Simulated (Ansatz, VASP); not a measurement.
# One calculation of Fe, two programs

The input INCAR:

```
SYSTEM = Fe
PREC = Accurate
ENCUT = 520
EDIFF = 1E-7
ISMEAR = 0
SIGMA = 0.15
LREAL = .False.
LASPH = .True.
NELM = 80
ALGO = Fast
ISIF = 2
LWAVE = .False.
LCHARG = .False.
GGA = PS
NBANDS = 15
```

File KPOINTS:

```
regular mesh
0
Gamma
  24 24 14
  0 0 0
```

The input POSCAR:

```
Fe
1.0
    2.6221167714      0.0000000000      0.0000000000
   -1.3110583857      2.2708197357      0.0000000000
    0.0000000000      0.0000000000      3.3108787596
Fe
2
Direct
    0.3333333333      0.6666666667      0.2500000000
    0.6666666667      0.3333333333      0.7500000000
```

Input for Ansatz:

```yaml
crystal:
  lattice:
    - [2.6221167714, 0.0, 0.0]
    - [-1.3110583857, 2.2708197357, 0.0]
    - [0.0, 0.0, 3.3108787596]
  atoms:
    - { symbol: Fe, position: [0.3333333333, 0.6666666667, 0.25] }
    - { symbol: Fe, position: [0.6666666667, 0.3333333333, 0.75] }
basis:
  ecutwfc: 420
kpoints:
  mp_grid: { grid: [24, 24, 14] }
hamiltonian:
  xc: pbesol
scf:
  occupations: { method: gaussian, width: 0.15 }
output:
  forces: true
  stress: true
  eigenvalues: true
```

Alike in both runs: task single point; functional PBEsol; k mesh 24 × 24 × 14; occupations gaussian, width 0.15 eV; no spin polarisation.

```csv
,VASP,Ansatz
version,VASP 6.6.1,Ansatz 0.2.0
potentials or method,"VASP PAW PBE potentials, release 64 (Fe), cutoff 520 eV","scalar-relativistic, plane waves, PAW"
valence electrons in the cell,16,32
```

|  | VASP | Ansatz | Ansatz less VASP |
| --- | --- | --- | --- |
| gap on the k mesh at the Fermi level (eV) | none | none | - |
| pressure (GPa) | 13.3 | 14.1 | +0.77 |
| traceless stress, the component that is largest in VASP (GPa) | 48.73 | 50.36 | +1.623 |

VASP's potentials were made for PBE, not for PBEsol. A gap of «none» marks a metal or a gap that the smearing closes. VASP's potentials hold 16 valence electrons a cell and Ansatz's 32, so a difference there can come from the potentials and not from the codes.
